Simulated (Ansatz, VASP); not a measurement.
Two plane-wave programs on BeSe

```
Be Se
1.0
     0.00000    2.58397    2.58397
     2.58397    0.00000    2.58397
     2.58397    2.58397    0.00000
Be Se
1 1
Direct
  0.00000 0.00000 0.00000
  0.25000 0.25000 0.25000
```

Alike in both runs: task single point; functional PBE; k mesh 6 × 6 × 6; occupations fermi-dirac, width 0.12 eV; no spin polarisation; Hubbard terms Se p U = 5.9 eV.

|  | VASP | Ansatz |
| --- | --- | --- |
| version | VASP 6.6.1 | Ansatz 0.2.0 |
| potentials or method | VASP PAW PBE potentials, release 64 (Be, Se), cutoff 600 eV | scalar-relativistic, plane waves, PAW |
| valence electrons in the cell | 8 | 18 |

|  | VASP | Ansatz | Ansatz less VASP |
| --- | --- | --- | --- |
| gap on the k mesh at the Fermi level (eV) | 2.42 | 4.67 | +2.246 |
| least direct gap on the mesh (eV) | 4.00 | 6.36 | +2.361 |
| pressure (GPa) | 2.1 | -1.7 | -3.79 |

The programs project onto different local orbitals, so the same U acts differently, and such runs can settle in different states. VASP's potentials hold 8 valence electrons a cell and Ansatz's 18, so a difference there can come from the potentials and not from the codes.
